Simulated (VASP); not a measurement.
# WC (P-6m2) in VASP: notebook

Runs on WC. Level: r2SCAN. Tasks: single point.

Everything below comes from runs of VASP 6.6.1. Logs are shortened: lines on timing, memory, paths and dates and some standing lists are left out, and cuts for length are marked.

## 1. The cell of the first run

The structure is hexagonal, space group P-6m2 (No. 187). Conventional cell: a = 2.913 Å, b = 2.913 Å, c = 2.836 Å, α = 90.00°, β = 90.00°, γ = 120.00°. W (site symmetry -6m2) has 6 C at 2.20 Å and 8 W at 2.84 to 2.91 Å within 3.0 Å. C (site symmetry -6m2) has 6 W at 2.20 Å and 8 C at 2.84 to 2.91 Å within 3.0 Å.

## 2. Single point, r2SCAN

The input, POSCAR:

```
WC
1.0
    2.9128406514      0.0000000000      0.0000000000
   -1.4564203257      2.5225940013      0.0000000000
    0.0000000000      0.0000000000      2.8361769470
W C
1 1
Direct
    0.0000000000      0.0000000000      0.0000000000
    0.6666666667      0.3333333333      0.5000000000
```

The input, INCAR.step1:

```
  PREC = Accurate
  ENCUT = 520
  ISMEAR = -1
  SIGMA = 0.1
  LREAL = F
  LASPH = T
  NELM = 100
  NBANDS = 16
  GGA = PE
  ALGO = Normal
  EDIFF = 1E-4
  LWAVE = T
  LCHARG = F
```

The input, INCAR.step2:

```
  PREC = Accurate
  ENCUT = 520
  EDIFF = 1E-6
  ISMEAR = -1
  SIGMA = 0.1
  LREAL = F
  LASPH = T
  NELM = 100
  ALGO = Normal
  ISIF = 2
  LWAVE = F
  LCHARG = F
  METAGGA = R2SCAN
  LMIXTAU = T
  NBANDS = 16
  ISTART = 1
```

The input, KPOINTS:

```
regular mesh
0
Gamma
  12 12 11
```

Potentials or basis: VASP PAW PBE potentials, release 64 (W_sv, C).

Run with:

```
$ cat potpaw_PBE.64/W_sv/POTCAR potpaw_PBE.64/C/POTCAR > POTCAR
$ cp INCAR.step1 INCAR
$ mpirun -np 1 vasp_std > vasp.out
$ cp INCAR.step2 INCAR
$ mpirun -np 1 vasp_std > vasp.out
```

OUTCAR:

```text
PREC = Accurate
   ENCUT = 520
   EDIFF = 1E-6
   ISMEAR = -1
   LREAL = F
   LASPH = T
   NELM = 100
   ISIF = 2
   METAGGA = R2SCAN
   ISTART = 1

 ion  position               nearest neighbor table
   1  0.000  0.000  0.000-   2 2.20   2 2.20   2 2.20   2 2.20   2 2.20   2 2.20
   2  0.667  0.333  0.500-   1 2.20   1 2.20   1 2.20   1 2.20   1 2.20   1 2.20

  LATTYP: Found a hexagonal cell.
 ALAT       =     2.9128406514
 C/A-ratio  =     0.9736807764

  Lattice vectors:

 A1 = (   2.9128406514,   0.0000000000,   0.0000000000)
 A2 = (  -1.4564203257,   2.5225940013,   0.0000000000)
 A3 = (   0.0000000000,   0.0000000000,   2.8361769470)

Analysis of symmetry for initial positions (statically):
=====================================================================
 Subroutine PRICEL returns:
 Original cell was already a primitive cell.

 Routine SETGRP: Setting up the symmetry group for a
 hexagonal supercell.

 Subroutine GETGRP returns: Found 12 space group operations
 (whereof 12 operations were pure point group operations)
 out of a pool of 24 trial point group operations.

The static configuration has the point symmetry D_3h.

Analysis of symmetry for dynamics (positions and initial velocities):
=====================================================================
 Subroutine PRICEL returns:
 Original cell was already a primitive cell.

 Routine SETGRP: Setting up the symmetry group for a
 hexagonal supercell.

 Subroutine GETGRP returns: Found 12 space group operations
 (whereof 12 operations were pure point group operations)
 out of a pool of 24 trial point group operations.

The dynamic configuration has the point symmetry D_3h.

 Subroutine INISYM returns: Found 12 space group operations
 (whereof 12 operations are pure point group operations),
 and found     1 'primitive' translations

----------------------------------------------------------------------------------------

                                     Primitive cell

  volume of cell :      20.8400

  direct lattice vectors                    reciprocal lattice vectors
     2.912840651  0.000000000  0.000000000     0.343307486  0.198208669  0.000000000
    -1.456420326  2.522594001  0.000000000     0.000000000  0.396417338  0.000000000
     0.000000000  0.000000000  2.836176947     0.000000000  0.000000000  0.352587310

  length of vectors
     2.912840651  2.912840651  2.836176947     0.396417338  0.396417338  0.352587310

  position of ions in fractional coordinates (direct lattice)
     0.000000000  0.000000000  0.000000000
     0.666666667  0.333333333  0.500000000

  ion indices of the primitive-cell ions
   primitive index   ion index
                 1           1
                 2           2

----------------------------------------------------------------------------------------

 KPOINTS: regular mesh

Automatic generation of k-mesh.
 Grid dimensions read from file:
 generate k-points for:   12   12   11

 Generating k-lattice:

  Cartesian coordinates                     Fractional coordinates (reciprocal lattice)
     0.028608957  0.016517389  0.000000000     0.083333333 -0.000000000  0.000000000
     0.000000000  0.033034778  0.000000000     0.000000000  0.083333333  0.000000000
     0.000000000  0.000000000  0.032053392     0.000000000  0.000000000  0.090909091

  Length of vectors
     0.033034778  0.033034778  0.032053392

  Shift w.r.t. Gamma in fractional coordinates (k-lattice)
     0.000000000  0.000000000  0.000000000

 Subroutine IBZKPT returns following result:
 ===========================================

 Found    114 irreducible k-points:

 Following reciprocal coordinates:
            Coordinates               Weight
  0.000000  0.000000  0.000000      1.000000
  0.083333  0.000000  0.000000      6.000000
  0.166667  0.000000  0.000000      6.000000
  0.250000  0.000000  0.000000      6.000000
  0.333333  0.000000  0.000000      6.000000
  0.416667  0.000000  0.000000      6.000000
[... 16 lines left out ...]
  0.250000  0.000000  0.090909     12.000000
  0.333333  0.000000  0.090909     12.000000
 [... further k-points ...]
   k-points           NKPTS =    114   k-points in BZ     NKDIM =    114   number of bands    NBANDS=     16
   number of dos      NEDOS =    301   number of ions     NIONS =      2
   total plane-waves  NPLWV =  13824
   dimension x,y,z NGX =    24 NGY =   24 NGZ =   24
   dimension x,y,z NGXF=    48 NGYF=   48 NGZF=   48
   ions per type =               1   1
   NGX,Y,Z   is equivalent  to a cutoff of  13.70, 13.70, 14.07 a.u.
   NGXF,Y,Z  is equivalent  to a cutoff of  27.40, 27.40, 28.14 a.u.
 SYSTEM =  unknown system
   PREC   = accura    normal or accurate (medium, high low for compatibility)
   ISTART =      1    job   : 0-new  1-cont  2-samecut
   ICHARG =      0    charge: 1-file 2-atom 10-const
   ISPIN  =      1    spin polarized calculation?
   LNONCOLLINEAR =      F non collinear calculations
   LSORBIT =      F    spin-orbit coupling
   LASPH  =      T    aspherical Exc in radial PAW
   ENCUT  =  520.0 eV  38.22 Ry    6.18 a.u.   5.42  5.42  5.27*2*pi/ulx,y,z
   NELM   =    100;   NELMIN=  2; NELMDL=  0     # of ELM steps
   EDIFF  = 0.1E-05   stopping-criterion for ELM
   LREAL  =      F    real-space projection
   EDIFFG = 0.1E-04   stopping-criterion for IOM
   NSW    =      0    number of steps for IOM
   IBRION =     -1    ionic relax: 0-MD 1-quasi-New 2-CG
   NFREE  =      0    steps in history (QN), initial steepest desc. (CG)
   ISIF   =      2    stress and relaxation
   ISYM   =      2    0-nonsym 1-usesym 2-fastsym
   POTIM  = 0.5000    time-step for ionic-motion
   TEBEG  =    0.0;   TEEND  =   0.0 temperature during run
   PSTRESS=    0.0 pullay stress
   NELECT =      18.0000    total number of electrons
   NUPDOWN=      -1.0000    fix difference up-down
   EMIN   =  10.00;   EMAX   =-10.00  energy-range for DOS
   EFERMI =   0.00;   METHOD = LEGACY
   ISMEAR =    -1;   SIGMA  =   0.10  broadening in eV -4-tet -1-fermi 0-gaus
   EFERMI_NEDOS =   21; number of points for ismear=-14 and -15
   IALGO  =     38    algorithm
   IMIX   =      4    mixing-type and parameters
     AMIX     =   0.40;   BMIX     =  1.00
     AMIX_MAG =   1.60;   BMIX_MAG =  1.00
  volume/ion in A,a.u.               =      10.42        70.32
  Fermi-wavevector in a.u.,A,eV,Ry     =   1.559073  2.946221 33.071811  2.430710
  Thomas-Fermi vector in A             =   2.662485
   LORBIT       =      0    0 simple, 1 ext, 2 COOP (PROOUT), +10 PAW based schemes
   METAGGA = R2SCAN    functional components
   LHFCALC =     F    Hartree Fock is set to
   AEXX    =    0.0000 exact exchange contribution
   IVDW    =     0    specifies the selected vdW correction
   LEPSILON=     F    determine dielectric tensor
   LRPA    =     F    only Hartree local field effects (RPA)
 non-spin polarized calculation
  energy-cutoff  :      520.00
  volume of cell :       20.84
 maximum number of plane-waves:       581
 NGX is ok and might be reduce to    24
   NGX = 11   NGY = 11   NGZ = 11

 number of electron      18.0000001 magnetization

 Free energy of the ion-electron system (eV)
  ---------------------------------------------------
  ext. energy  EPLUGINS =         0.00000000
  ---------------------------------------------------
  free energy    TOTEN  =       -61.61847183 eV

  energy without entropy =      -61.61155974  energy(sigma->0) =      -61.61501579

 E-fermi :  10.9213     XC(G=0): -14.9428

 val. band max:       10.7827555790   @ k =   0.5000   0.0000   0.3636
 cond. band min:      11.0036599817   @ k =   0.0000   0.0000   0.0909
 fundamental gap:      0.2209044026
 Fermi energy:        10.9213206403

 k-point     1 :       0.0000    0.0000    0.0000
  band No.  band energies     occupation
      1     -65.0500      2.00000
      2     -28.3523      2.00000
      3     -28.2544      2.00000
      4     -28.2544      2.00000
      5      -4.3067      2.00000
      6       6.4395      2.00000
[... 8 lines left out ...]
     15      26.1357      0.00000
     16      28.4372      0.00000

 k-point     2 :       0.0833    0.0000    0.0000
  band No.  band energies     occupation
      1     -65.0458      2.00000
      2     -28.3446      2.00000
      3     -28.3142      2.00000
      4     -28.2679      2.00000
      5      -4.1206      2.00000
      6       6.4898      2.00000
[... 8 lines left out ...]
     15      25.7546      0.00000
     16      28.8399      0.00000

 k-point     3 :       0.1667    0.0000    0.0000
  band No.  band energies     occupation
      1     -65.0341      2.00000
      2     -28.4752      2.00000
      3     -28.3236      2.00000
      4     -28.3045      2.00000
      5      -3.5952      2.00000
      6       6.0428      2.00000
[... 8 lines left out ...]
     15      25.4281      0.00000
     16      29.9452      0.00000

 k-point     4 :       0.2500    0.0000    0.0000
  band No.  band energies     occupation
      1     -65.0182      2.00000
      2     -28.6892      2.00000
      3     -28.3541      2.00000
      4     -28.2948      2.00000
      5      -2.8243      2.00000
      6       5.1661      2.00000
[... 8 lines left out ...]
     15      25.8184      0.00000
     16      30.0880      0.00000
[... 324 lines left out ...]
 k-point    22 :       0.1667    0.0000    0.0909
  band No.  band energies     occupation
      1     -65.0306      2.00000
      2     -28.4694      2.00000
      3     -28.3868      2.00000
      4     -28.2986      2.00000
      5      -3.4098      2.00000
      6       6.1346      2.00000
[... 8 lines left out ...]
     15      25.3115      0.00000
     16      29.8172      0.00000

 k-point    23 :       0.2500    0.0000    0.0909
  band No.  band energies     occupation
      1     -65.0147      2.00000
      2     -28.6818      2.00000
      3     -28.3572      2.00000
      4     -28.3479      2.00000
      5      -2.6701      2.00000
      6       5.2434      2.00000
[... 8 lines left out ...]
     15      25.4623      0.00000
     16      29.4973      0.00000

 k-point    24 :       0.3333    0.0000    0.0909
  band No.  band energies     occupation
      1     -64.9988      2.00000
      2     -28.8886      2.00000
      3     -28.3968      2.00000
      4     -28.3269      2.00000
      5      -1.8467      2.00000
      6       4.4014      2.00000
[... 8 lines left out ...]
     15      26.1101      0.00000
     16      28.4583      0.00000

 [... further k-points ...]

------------------------ aborting loop because EDIFF is reached ----------------------------------------

  FORCE on cell =-STRESS in cart. coord.  units (eV):
  Direction    XX          YY          ZZ          XY          YZ          ZX
  --------------------------------------------------------------------------------------
  -------------------------------------------------------------------------------------
  Total        0.2097265      0.2097265      0.2460757      0.0000000      0.0000000     -0.0000000
  in kB       16.1237666     16.1237666     18.9182929      0.0000000      0.0000000     -0.0000000
  external PRESSURE =      17.0552754 kB  Pullay stress =       0.0000000 kB

 VOLUME and BASIS-vectors are now :
 -----------------------------------------------------------------------------
  energy-cutoff  :      520.00
  volume of cell :       20.84
      direct lattice vectors                 reciprocal lattice vectors
     2.912840651  0.000000000  0.000000000     0.343307486  0.198208669  0.000000000
    -1.456420326  2.522594001  0.000000000     0.000000000  0.396417338  0.000000000
     0.000000000  0.000000000  2.836176947     0.000000000  0.000000000  0.352587310

 POSITION                                       TOTAL-FORCE (eV/Angst)
 -----------------------------------------------------------------------------------
      0.00000      0.00000      0.00000         0.000000     -0.000000      0.000000
      1.45642      0.84086      1.41809         0.000000      0.000000      0.000000
 -----------------------------------------------------------------------------------
    total drift:                               -0.000000      0.000000      0.000000

  FREE ENERGIE OF THE ION-ELECTRON SYSTEM (eV)
  ---------------------------------------------------
  free  energy   TOTEN  =       -61.6184718303 eV

  energy  without entropy=      -61.6115597435  energy(sigma->0) =      -61.61501579
```

It took 2.1 min on 1 thread of Intel Xeon 8259CL, shared host; peak memory 0.18 GiB.

Results:

```
Free energy            : -61.6185 eV
Pressure               : 1.7 GPa
Band gap on the k mesh : zero (bands 9 and 10 overlap by 1.29 eV)
```

Stress tensor (GPa, compression positive):
```
1.61 0.00 0.00
0.00 1.61 0.00
0.00 0.00 1.89
```

Levels at points of the mesh, in eV from the Fermi level:
```csv
k point,band 7,band 8,band 9,band 10,band 11,band 12
"(0.00, 0.00, 0.00)",-3.50,-3.50,0.10,3.38,3.38,5.93
"(0.50, 0.00, 0.00)",-3.73,-3.69,-0.54,2.47,4.69,5.05
```

Caveat: the PAW data sets were made with another functional, which shifts forces and pressure a little; spin-orbit coupling is left out, which moves the levels of the heavy elements.

## 3. Single point, r2SCAN

This run uses another cell than the first one, of 9.79 Å³/atom.

The input, POSCAR:

```
WC
1.0
    2.8533782386      0.0000000000      0.0000000000
   -1.4266891193      2.4710980412      0.0000000000
    0.0000000000      0.0000000000      2.7782795400
W C
1 1
Direct
    0.0000000000      0.0000000000      0.0000000000
    0.6666666667      0.3333333333      0.5000000000
```

The input, INCAR.step1:

```
SYSTEM = WC
PREC = Accurate ; ENCUT = 520
ISMEAR = -1 ; SIGMA = 0.1
LREAL = .FALSE. ; LASPH = .TRUE.
NELM = 60 ; NBANDS = 16
GGA = PE ; ALGO = Normal
EDIFF = 1E-4 ; LWAVE = .TRUE.
LCHARG = .FALSE.
```

The input, INCAR.step2:

```
SYSTEM = WC
PREC = Accurate ; ENCUT = 520
EDIFF = 1E-6 ; ISMEAR = -1
SIGMA = 0.1 ; LREAL = .FALSE.
LASPH = .TRUE. ; NELM = 60
ALGO = Normal ; ISIF = 2
LWAVE = .FALSE. ; LCHARG = .FALSE.
METAGGA = R2SCAN ; LMIXTAU = .TRUE.
NBANDS = 16 ; ISTART = 1
```

The input, KPOINTS:

```
Automatic mesh
0
G
  13 13 12
  0 0 0
```

Potentials or basis: VASP PAW PBE potentials, release 64 (W_sv, C).

Run with:

```
$ cat potpaw_PBE.64/W_sv/POTCAR potpaw_PBE.64/C/POTCAR > POTCAR
$ cp INCAR.step1 INCAR
$ mpirun -np 1 vasp_std > vasp.out
$ cp INCAR.step2 INCAR
$ mpirun -np 1 vasp_std > vasp.out
```

Run time: 2.5 min. Hardware: 1 thread of Intel Xeon 8259CL, shared host; peak memory 0.18 GiB.

Results (log left out):

| Property | Result |
| --- | --- |
| Free energy | -61.4959 eV |
| Pressure | 30.8 GPa |
| Band gap on the k mesh | zero (bands 9 and 10 overlap by 1.40 eV) |

Stress tensor (GPa, compression positive):
```
29.22  0.00  0.00
 0.00 29.22  0.00
 0.00  0.00 33.82
```

Levels at points of the mesh, in eV from the Fermi level:
| k point | band 6 | band 7 | band 8 | band 9 | band 10 | band 11 | band 12 | band 13 |
| --- | --- | --- | --- | --- | --- | --- | --- | --- |
| (0.00, 0.00, 0.00) | -4.87 | -3.79 | -3.79 | 0.12 | 3.68 | 3.68 | 6.29 | 6.29 |
| (0.00, 0.00, 0.50) | -9.42 | -2.31 | -2.31 | -0.67 | -0.67 | 4.09 | 4.96 | 4.96 |

Caveat: the cell stands under pressure; the PAW data sets were made with another functional, which shifts forces and pressure a little; spin-orbit coupling is left out, which moves the levels of the heavy elements.

(Continued in part 2 of 2.)
